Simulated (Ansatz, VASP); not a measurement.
**Mg: VASP beside Ansatz**

```xyz
1
Lattice="-1.9974 1.9974 1.9974 1.9974 -1.9974 1.9974 1.9974 1.9974 -1.9974" Properties=species:S:1:pos:R:3 pbc="T T T"
Mg    0.0000    0.0000    0.0000
```

Alike in both runs: task single point; functional PBE; k mesh 6 × 6 × 6; occupations gaussian, width 0.1 eV; no spin polarisation.

|  | VASP | Ansatz |
| --- | --- | --- |
| version | VASP 6.6.1 | Ansatz 0.2.0 |
| potentials or method | VASP PAW PBE potentials, release 64 (Mg), cutoff 600 eV | scalar-relativistic, plane waves, PAW |
| valence electrons in the cell | 2 | 10 |

Ansatz gave:

* gap on the k mesh at the Fermi level (eV): none
* pressure (GPa): -5.8

Estimate VASP's values.

gap on the k mesh at the Fermi level (eV): none; pressure (GPa): -5.9.

A gap of «none» marks a metal or a gap that the smearing closes. VASP's potentials hold 2 valence electrons a cell and Ansatz's 10, so a difference there can come from the potentials and not from the codes.

The k mesh is coarse, so the values compare programs but aren't converged.
